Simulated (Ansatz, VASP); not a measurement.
**Two plane-wave programs on Si8N**

Contents of INCAR:

```
PREC = Accurate
ENCUT = 520
EDIFF = 1E-6
ISMEAR = 0
SIGMA = 0.05
LREAL = Auto
LASPH = True
NELM = 60
ALGO = Normal
ISIF = 2
LWAVE = False
LCHARG = False
LDIPOL = True
IDIPOL = 3
DIPOL = 0.5 0.5 0.295
GGA = PE
IVDW = 12
NBANDS = 52
```

The input KPOINTS:

```
Automatic mesh
0
Gamma
  4 4 1
```

File POSCAR:

```
Si8N
1.0
    7.6310340417      0.0000000000      0.0000000000
    0.0000000000      6.3129357835      0.0000000000
    0.0000000000      0.0000000000     23.0318711348
Si N
16 2
Direct
    0.0000000000      0.9369021389      0.1736723854
    0.5000000000      0.9369021389      0.1736723854
    0.0000000000      0.5630978611      0.1736723854
    0.5000000000      0.5630978611      0.1736723854
    0.2500000000      0.4369021389      0.2214950258
    0.7500000000      0.4369021389      0.2214950258
    0.2500000000      0.0630978611      0.2214950258
    0.7500000000      0.0630978611      0.2214950258
    0.2500000000      0.9332664455      0.3177235001
    0.7500000000      0.9332664455      0.3177235001
    0.2500000000      0.5667335545      0.3177235001
    0.7500000000      0.5667335545      0.3177235001
    0.0000000000      0.4266292811      0.3574121741
    0.5000000000      0.4266292811      0.3574121741
    0.0000000000      0.0733707189      0.3574121741
    0.5000000000      0.0733707189      0.3574121741
    0.2500000000      0.6766292811      0.4920082727
    0.2500000000      0.6766292811      0.5397681787
```

Input for Ansatz:

```yaml
crystal:
  lattice:
    - [7.6310340417, 0.0, 0.0]
    - [0.0, 6.3129357835, 0.0]
    - [0.0, 0.0, 23.0318711348]
  atoms:
    - { symbol: Si, position: [0.0, 0.9369021389, 0.1736723854] }
    - { symbol: Si, position: [0.5, 0.9369021389, 0.1736723854] }
    - { symbol: Si, position: [0.0, 0.5630978611, 0.1736723854] }
    - { symbol: Si, position: [0.5, 0.5630978611, 0.1736723854] }
    - { symbol: Si, position: [0.25, 0.4369021389, 0.2214950258] }
    - { symbol: Si, position: [0.75, 0.4369021389, 0.2214950258] }
    - { symbol: Si, position: [0.25, 0.0630978611, 0.2214950258] }
    - { symbol: Si, position: [0.75, 0.0630978611, 0.2214950258] }
    - { symbol: Si, position: [0.25, 0.9332664455, 0.3177235001] }
    - { symbol: Si, position: [0.75, 0.9332664455, 0.3177235001] }
    - { symbol: Si, position: [0.25, 0.5667335545, 0.3177235001] }
    - { symbol: Si, position: [0.75, 0.5667335545, 0.3177235001] }
    - { symbol: Si, position: [0.0, 0.4266292811, 0.3574121741] }
    - { symbol: Si, position: [0.5, 0.4266292811, 0.3574121741] }
    - { symbol: Si, position: [0.0, 0.0733707189, 0.3574121741] }
    - { symbol: Si, position: [0.5, 0.0733707189, 0.3574121741] }
    - { symbol: "N", position: [0.25, 0.6766292811, 0.4920082727] }
    - { symbol: "N", position: [0.25, 0.6766292811, 0.5397681787] }
basis:
  ecutwfc: 420
kpoints:
  mp_grid: { grid: [4, 4, 1] }
hamiltonian:
  xc: pbe
  pseudopotentials: { kind: paw, azcp: { folder: soft_1 } }
  dispersion: d3bj
scf:
  occupations: { method: gaussian, width: 0.05 }
output:
  forces: true
  eigenvalues: true
efield:
  axis: 3
  dipole_correction: true
  ramp_width: 0.04
```

Alike in both runs: task single point; functional PBE; dispersion D3(BJ); k mesh 4 × 4 × 1; occupations gaussian, width 0.05 eV; no spin polarisation.

```csv
,VASP,Ansatz
version,VASP 6.6.1,Ansatz 0.2.0
potentials or method,"VASP PAW PBE potentials, release 64 (Si, N), cutoff 520 eV","scalar-relativistic, plane waves, PAW"
valence electrons in the cell,74,74
```

VASP gave:

| Property | Result |
| --- | --- |
| gap on the k mesh at the Fermi level (eV) | none |
| rms of the force components (eV/Å) | 0.523 |

Task: Which values does Ansatz return?

Result: gap on the k mesh at the Fermi level (eV): none; rms of the force components (eV/Å): 0.324.

Atom by atom the forces differ by 0.346 eV/Å (rms over components). A gap of «none» marks a metal or a gap that the smearing closes. One of these differences is far larger than is usual between the two programs; its cause wasn't traced.

Noted on VASP's run: the standard files for N, O and F lose accuracy on very short bonds.
